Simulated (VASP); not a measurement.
# Ti (Fm-3m) in VASP: further runs

The runs below take Ti through single point, with PBE, PBE+D3(BJ).

Everything below comes from runs of VASP 6.6.1. Logs are shortened: lines on timing, memory, paths and dates and some standing lists are left out, and cuts for length are marked.

### Step 1. The cell of the first run

Symmetry: Fm-3m, No. 225, cubic system. The conventional cell has a = 4.060 Å, b = 4.060 Å, c = 4.060 Å, α = 90.00°, β = 90.00°, γ = 90.00°. Within 3.8 Å of Ti (site symmetry m-3m) lie 12 Ti at 2.87 Å.

### Step 2. Single point, PBE, collinear spin, ferromagnetic start

The input, INCAR:

```
PREC = Accurate ; ENCUT = 500
EDIFF = 1E-6 ; ISMEAR = 0
SIGMA = 0.1 ; LREAL = F
LASPH = T ; NELM = 200
ALGO = Normal ; ISIF = 2
LWAVE = F ; LCHARG = F
ISPIN = 2 ; MAGMOM = 0.13
LORBIT = 11 ; LMAXMIX = 4
GGA = PE ; NBANDS = 16
GGA_COMPAT = F
```

The input, KPOINTS:

```
Automatic mesh
0
Gamma
  6 6 6
```

The input, POSCAR:

```
Ti
1.0
    0.0000000000      2.0300000000      2.0300000000
    2.0300000000      0.0000000000      2.0300000000
    2.0300000000      2.0300000000      0.0000000000
Ti
1
Direct
    0.0000000000      0.0000000000      0.0000000000
```

Potentials or basis: VASP PAW PBE potentials, release 64 (Ti_sv).

On the command line:

```console
> cat potpaw_PBE.64/Ti_sv/POTCAR > POTCAR
> mpirun -np 1 vasp_std > vasp.out
```

OUTCAR:

```text
PREC = Accurate
   ENCUT = 500
   EDIFF = 1E-6
   ISMEAR = 0
   LREAL = F
   LASPH = T
   NELM = 200
   ISIF = 2
   ISPIN = 2
   LORBIT = 11
   GGA = PE

 ion  position               nearest neighbor table
   1  0.000  0.000  0.000-

  LATTYP: Found a face centered cubic cell.
 ALAT       =     4.0600000000

  Lattice vectors:

 A1 = (   0.0000000000,   2.0300000000,   2.0300000000)
 A2 = (   2.0300000000,   0.0000000000,   2.0300000000)
 A3 = (   2.0300000000,   2.0300000000,   0.0000000000)

Analysis of symmetry for initial positions (statically):
=====================================================================
 Subroutine PRICEL returns:
 Original cell was already a primitive cell.

 Routine SETGRP: Setting up the symmetry group for a
 face centered cubic supercell.

 Subroutine GETGRP returns: Found 48 space group operations
 (whereof 48 operations were pure point group operations)
 out of a pool of 48 trial point group operations.

The static configuration has the point symmetry O_h .

Analysis of symmetry for dynamics (positions and initial velocities):
=====================================================================
 Subroutine PRICEL returns:
 Original cell was already a primitive cell.

 Routine SETGRP: Setting up the symmetry group for a
 face centered cubic supercell.

 Subroutine GETGRP returns: Found 48 space group operations
 (whereof 48 operations were pure point group operations)
 out of a pool of 48 trial point group operations.

The dynamic configuration has the point symmetry O_h .

Analysis of structural, dynamic, and magnetic symmetry:
=====================================================================
 Subroutine PRICEL returns:
 Original cell was already a primitive cell.

 Routine SETGRP: Setting up the symmetry group for a
 face centered cubic supercell.

 Subroutine GETGRP returns: Found 48 space group operations
 (whereof 48 operations were pure point group operations)
 out of a pool of 48 trial point group operations.

The overall configuration has the point symmetry O_h .

 Subroutine INISYM returns: Found 48 space group operations
 (whereof 48 operations are pure point group operations),
 and found     1 'primitive' translations

----------------------------------------------------------------------------------------

                                     Primitive cell

  volume of cell :      16.7309

  direct lattice vectors                    reciprocal lattice vectors
[... 94 lines left out ...]
   IMIX   =      4    mixing-type and parameters
     AMIX     =   0.40;   BMIX     =  1.00
     AMIX_MAG =   1.60;   BMIX_MAG =  1.00
  volume/ion in A,a.u.               =      16.73       112.91
  Fermi-wavevector in a.u.,A,eV,Ry     =   1.465421  2.769245 29.217967  2.147460
  Thomas-Fermi vector in A             =   2.581280
   LORBIT       =     11    0 simple, 1 ext, 2 COOP (PROOUT), +10 PAW based schemes
   GGA     = PE    functional components
   LHFCALC =     F    Hartree Fock is set to
   AEXX    =    0.0000 exact exchange contribution
   IVDW    =     0    specifies the selected vdW correction
   LEPSILON=     F    determine dielectric tensor
   LRPA    =     F    only Hartree local field effects (RPA)
 spin polarized calculation
 Gauss-broadening in eV      SIGMA  =   0.10
  energy-cutoff  :      500.00
  volume of cell :       16.73
 maximum number of plane-waves:       444
 NGX is ok and might be reduce to    24
   NGX = 11   NGY = 11   NGZ = 11

 number of electron      12.0000002 magnetization       0.1764000

 Free energy of the ion-electron system (eV)
  ---------------------------------------------------
  ext. energy  EPLUGINS =         0.00000000
  ---------------------------------------------------
  free energy    TOTEN  =        -7.76887216 eV

  energy without entropy =       -7.75694185  energy(sigma->0) =       -7.76290700

 E-fermi :   8.5961     XC(G=0): -11.6787

 val. band max:        8.5795038261   @ k =   0.5000   0.3333   0.1667
 cond. band min:       8.6140800357   @ k =   0.1667   0.1667   0.0000
 fundamental gap:      0.0345762096
 Fermi energy:         8.5960649817

 spin component 1

 k-point     1 :       0.0000    0.0000    0.0000
  band No.  band energies     occupation
      1     -48.1059      1.00000
      2     -23.9182      1.00000
      3     -23.9182      1.00000
      4     -23.9182      1.00000
      5       2.3743      1.00000
      6       9.4335      0.00000
[... 280 lines left out ...]
      2     -24.5128      1.00000
      3     -24.2936      1.00000
      4     -24.1903      1.00000
      5       6.6293      1.00000
      6       7.3623      1.00000
[... 8 lines left out ...]
     15      32.7756      0.00000
     16      34.4734      0.00000
 Fermi energy:         8.5960649817

 spin component 2

 k-point     1 :       0.0000    0.0000    0.0000
  band No.  band energies     occupation
      1     -47.9973      1.00000
      2     -23.8102      1.00000
      3     -23.8102      1.00000
      4     -23.8102      1.00000
      5       2.5041      1.00000
      6       9.5731      0.00000
[... 281 lines left out ...]
      3     -24.1845      1.00000
      4     -24.0817      1.00000
      5       6.7067      1.00000
      6       7.5148      1.00000
[... 8 lines left out ...]
     15      32.8789      0.00000
     16      34.6207      0.00000

------------------------ aborting loop because EDIFF is reached ----------------------------------------

  FORCE on cell =-STRESS in cart. coord.  units (eV):
  Direction    XX          YY          ZZ          XY          YZ          ZX
  --------------------------------------------------------------------------------------
  -------------------------------------------------------------------------------------
  Total        0.4868825      0.4868825      0.4868825      0.0000000      0.0000000     -0.0000000
  in kB       46.6247659     46.6247659     46.6247659      0.0000000      0.0000000     -0.0000000
  external PRESSURE =      46.6247659 kB  Pullay stress =       0.0000000 kB

 VOLUME and BASIS-vectors are now :
 -----------------------------------------------------------------------------
  energy-cutoff  :      500.00
  volume of cell :       16.73
      direct lattice vectors                 reciprocal lattice vectors
     0.000000000  2.030000000  2.030000000    -0.246305419  0.246305419  0.246305419
     2.030000000  0.000000000  2.030000000     0.246305419 -0.246305419  0.246305419
     2.030000000  2.030000000  0.000000000     0.246305419  0.246305419 -0.246305419

 POSITION                                       TOTAL-FORCE (eV/Angst)
 -----------------------------------------------------------------------------------
      0.00000      0.00000      0.00000        -0.000000     -0.000000      0.000000
 -----------------------------------------------------------------------------------
    total drift:                               -0.000000      0.000000     -0.000000

  FREE ENERGIE OF THE ION-ELECTRON SYSTEM (eV)
  ---------------------------------------------------
  free  energy   TOTEN  =        -7.7688721610 eV

  energy  without entropy=       -7.7569418475  energy(sigma->0) =       -7.76290700

 total charge

# of ion       s       p       d       tot
------------------------------------------
    1        2.255   6.130   1.910  10.295

 magnetization (x)

# of ion       s       p       d       tot
------------------------------------------
    1        0.002   0.011   0.111   0.124
```

stdout:

```text
POSCAR found type information on POSCAR Ti
 POSCAR found :  1 types and       1 ions
 scaLAPACK will be used
 LDA part: xc-table for (Slater+PW92), standard interpolation
 POSCAR, INCAR and KPOINTS ok, starting setup
 FFT: planning ... GRIDC
 FFT: planning ... GRID_SOFT
 FFT: planning ... GRID
 WAVECAR not read
 entering main loop
```

Wall time 9.1 s (1 thread of Intel Xeon Platinum 8375C at 2.90GHz (Ice Lake), shared host); peak memory 0.14 GiB.

Results:

| Quantity | Value |
| --- | --- |
| Free energy | -7.7689 eV |
| Pressure | 4.7 GPa |
| Net moment | 0.18 μB per cell |
| Site moments | Ti +0.12 μB |
| Valence electrons inside the program's atomic spheres | Ti 10.29 |

Caveat: the k points lie up to 0.45 Å⁻¹ apart.

### Step 3. Single point, PBE+D3(BJ)

The input, INCAR:

```
  ALGO = Normal
  EDIFF = 1E-6
  ENCUT = 500
  GGA = PE
  GGA_COMPAT = False
  ISIF = 2
  ISMEAR = 0
  ISYM = 0
  IVDW = 12
  LASPH = True
  LCHARG = False
  LREAL = False
  LWAVE = False
  NBANDS = 12
  NELECT = 11.75
  NELM = 120
  PREC = Accurate
  SIGMA = 0.1
```

The input, KPOINTS:

```
Automatic mesh
0
Gamma
  6 6 6
  0.5 0.5 0.5
```

POSCAR is that of step 2.

Potentials or basis: VASP PAW PBE potentials, release 64 (Ti_sv).

On the command line:

```console
> cat potpaw_PBE.64/Ti_sv/POTCAR > POTCAR
> mpirun -np 1 vasp_std > vasp.out
```

Wall time 36 s (1 thread of Intel Xeon Platinum 8375C at 2.90GHz (Ice Lake), shared host); peak memory 0.21 GiB.

It converged, with:

- Free energy: -10.5382 eV
- Dispersion energy per atom: -0.626 eV

Levels at points of the mesh, in eV from the Fermi level:
| k point | band 4 | band 5 | band 6 | band 7 | band 8 | band 9 |
| --- | --- | --- | --- | --- | --- | --- |
| (0.08, 0.08, 0.08) | -32.52 | -5.57 | 0.84 | 1.06 | 1.06 | 2.59 |

Caveat: the k points lie up to 0.45 Å⁻¹ apart; the cell carries a net charge on a neutralising background, which shifts energy and pressure; the cell is charged against a uniform background, so pressure and absolute levels hang on convention; three body term missing; pairwise dispersion overbinds metals, which lowers pressure and volume.

### Step 4. Single point, PBE

The input, INCAR:

```
  PREC = Accurate
  ENCUT = 500
  EDIFF = 1E-6
  ISMEAR = 1
  SIGMA = 0.25
  LREAL = False
  LASPH = True
  NELM = 120
  ALGO = Normal
  ISIF = 2
  LWAVE = False
  LCHARG = False
  GGA = PE
  NBANDS = 12
  GGA_COMPAT = False
```

The input, KPOINTS:

```
Automatic mesh
0
Gamma
  2 2 2
```

POSCAR is that of step 3.

Potentials or basis: VASP PAW PBE potentials, release 64 (Ti_sv).

On the command line:

```console
> cat potpaw_PBE.64/Ti_sv/POTCAR > POTCAR
> mpirun -np 1 vasp_std > vasp.out
```

OUTCAR:

```text
PREC = Accurate
   ENCUT = 500
   EDIFF = 1E-6
   ISMEAR = 1
   LREAL = False
   LASPH = True
   NELM = 120
   ISIF = 2
   GGA = PE

 ion  position               nearest neighbor table
   1  0.000  0.000  0.000-

  LATTYP: Found a face centered cubic cell.
 ALAT       =     4.0600000000

  Lattice vectors:

 A1 = (   0.0000000000,   2.0300000000,   2.0300000000)
 A2 = (   2.0300000000,   0.0000000000,   2.0300000000)
 A3 = (   2.0300000000,   2.0300000000,   0.0000000000)

Analysis of symmetry for initial positions (statically):
=====================================================================
 Subroutine PRICEL returns:
 Original cell was already a primitive cell.

 Routine SETGRP: Setting up the symmetry group for a
 face centered cubic supercell.

 Subroutine GETGRP returns: Found 48 space group operations
 (whereof 48 operations were pure point group operations)
 out of a pool of 48 trial point group operations.

The static configuration has the point symmetry O_h .

Analysis of symmetry for dynamics (positions and initial velocities):
=====================================================================
 Subroutine PRICEL returns:
 Original cell was already a primitive cell.

 Routine SETGRP: Setting up the symmetry group for a
 face centered cubic supercell.

 Subroutine GETGRP returns: Found 48 space group operations
 (whereof 48 operations were pure point group operations)
 out of a pool of 48 trial point group operations.

The dynamic configuration has the point symmetry O_h .

 Subroutine INISYM returns: Found 48 space group operations
 (whereof 48 operations are pure point group operations),
 and found     1 'primitive' translations

----------------------------------------------------------------------------------------

                                     Primitive cell

[... 90 lines left out ...]
   LORBIT       =      0    0 simple, 1 ext, 2 COOP (PROOUT), +10 PAW based schemes
   GGA     = PE    functional components
   LHFCALC =     F    Hartree Fock is set to
   AEXX    =    0.0000 exact exchange contribution
   IVDW    =     0    specifies the selected vdW correction
   LEPSILON=     F    determine dielectric tensor
   LRPA    =     F    only Hartree local field effects (RPA)
 non-spin polarized calculation
 Methfessel and Paxton  Order N= 1 SIGMA  =   0.25
  energy-cutoff  :      500.00
  volume of cell :       16.73
 maximum number of plane-waves:       444
 NGX is ok and might be reduce to    24
   NGX = 11   NGY = 11   NGZ = 11

 number of electron      12.0000002 magnetization

 Free energy of the ion-electron system (eV)
  ---------------------------------------------------
  ext. energy  EPLUGINS =         0.00000000
  ---------------------------------------------------
  free energy    TOTEN  =        -8.01042573 eV

  energy without entropy =       -7.91569504  energy(sigma->0) =       -7.97884884

 E-fermi :   9.3896     XC(G=0): -11.6651

 val. band max:        9.3665385234   @ k =   0.5000   0.0000   0.0000
 cond. band min:       9.4427333423   @ k =   0.5000   0.0000   0.0000
 fundamental gap:      0.0761948189
 Fermi energy:         9.3896304552

 k-point     1 :       0.0000    0.0000    0.0000
  band No.  band energies     occupation
      1     -47.9527      2.00000
      2     -23.7714      2.00000
      3     -23.7714      2.00000
      4     -23.7714      2.00000
      5       2.4589      2.00000
      6       9.5718      0.06101
      7       9.5718      0.06101
      8       9.5718      0.06101
      9      11.2849     -0.00000
     10      11.2849     -0.00000
     11      24.0909      0.00000
     12      28.7492      0.00000
[... 16 lines left out ...]
 k-point     3 :       0.5000    0.5000    0.0000
  band No.  band energies     occupation
      1     -47.7639      2.00000
      2     -24.4760      2.00000
      3     -24.0359      2.00000
      4     -24.0359      2.00000
      5       5.9479      2.00000
      6       6.8522      2.00000
      7      11.6507     -0.00000
      8      12.4082     -0.00000
      9      12.7166     -0.00000
     10      12.7166     -0.00000
     11      19.6496      0.00000
     12      20.7688      0.00000

------------------------ aborting loop because EDIFF is reached ----------------------------------------

  FORCE on cell =-STRESS in cart. coord.  units (eV):
  Direction    XX          YY          ZZ          XY          YZ          ZX
  --------------------------------------------------------------------------------------
  -------------------------------------------------------------------------------------
  Total       -0.7463499     -0.7463499     -0.7463499      0.0000000      0.0000000     -0.0000000
  in kB      -71.4718380    -71.4718380    -71.4718380      0.0000000      0.0000000     -0.0000000
  external PRESSURE =     -71.4718380 kB  Pullay stress =       0.0000000 kB

 VOLUME and BASIS-vectors are now :
 -----------------------------------------------------------------------------
  energy-cutoff  :      500.00
  volume of cell :       16.73
      direct lattice vectors                 reciprocal lattice vectors
     0.000000000  2.030000000  2.030000000    -0.246305419  0.246305419  0.246305419
     2.030000000  0.000000000  2.030000000     0.246305419 -0.246305419  0.246305419
     2.030000000  2.030000000  0.000000000     0.246305419  0.246305419 -0.246305419

 POSITION                                       TOTAL-FORCE (eV/Angst)
 -----------------------------------------------------------------------------------
      0.00000      0.00000      0.00000         0.000000      0.000000      0.000000
 -----------------------------------------------------------------------------------
    total drift:                               -0.000000     -0.000000     -0.000000

  FREE ENERGIE OF THE ION-ELECTRON SYSTEM (eV)
  ---------------------------------------------------
  free  energy   TOTEN  =        -8.0104257350 eV

  energy  without entropy=       -7.9156950384  energy(sigma->0) =       -7.97884884
```

OSZICAR:

```text
N       E                     dE             d eps       ncg     rms          rms(c)
DAV:   1     0.868634619637E+02    0.86863E+02   -0.68481E+03    72   0.124E+03
DAV:   2    -0.588502866745E+01   -0.92748E+02   -0.91049E+02    72   0.289E+02
DAV:   3    -0.923962113798E+01   -0.33546E+01   -0.33195E+01    92   0.610E+01
DAV:   4    -0.934063444172E+01   -0.10101E+00   -0.10099E+00    92   0.978E+00
DAV:   5    -0.934392956793E+01   -0.32951E-02   -0.32951E-02    84   0.144E+00    0.101E+01
DAV:   6    -0.799031582686E+01    0.13536E+01   -0.29695E+00    72   0.237E+01    0.233E+00
DAV:   7    -0.803627948416E+01   -0.45964E-01   -0.53361E-01    84   0.391E+00    0.258E+00
DAV:   8    -0.804650445005E+01   -0.10225E-01   -0.76793E-01    76   0.552E+00    0.220E+00
DAV:   9    -0.801096226366E+01    0.35542E-01   -0.54720E-02    80   0.279E+00    0.214E-01
DAV:  10    -0.801064121159E+01    0.32105E-03   -0.16926E-03    72   0.453E-01    0.190E-01
DAV:  11    -0.801042968229E+01    0.21153E-03   -0.26236E-04    72   0.207E-01    0.158E-02
DAV:  12    -0.801043554583E+01   -0.58635E-05   -0.57816E-06    88   0.287E-02    0.370E-02
DAV:  13    -0.801042586199E+01    0.96838E-05   -0.68666E-06    76   0.382E-02    0.810E-03
DAV:  14    -0.801042573498E+01    0.12701E-06   -0.37515E-07    48   0.855E-03
   1 F= -.80104257E+01 E0= -.79788488E+01  d E =-.947307E-01
```

stdout:

```text
POSCAR found type information on POSCAR Ti
 POSCAR found :  1 types and       1 ions
 scaLAPACK will be used
 LDA part: xc-table for (Slater+PW92), standard interpolation
 POSCAR, INCAR and KPOINTS ok, starting setup
 FFT: planning ... GRIDC
 FFT: planning ... GRID_SOFT
 FFT: planning ... GRID
 WAVECAR not read
 entering main loop
```

It took 6.2 s on 1 thread of AMD EPYC 7R13, shared host; peak memory 0.1 GiB.

Results:

| Item | Value |
| --- | --- |
| Free energy | -8.0104 eV |
| Pressure | -7.1 GPa |
| Band gap on the k mesh | zero (band 6 reaches 9.57 eV, above the bottom of band 7 at 9.44 eV) |

Caveat: the k points lie up to 1.34 Å⁻¹ apart.

(Continued in part 2 of 2.)
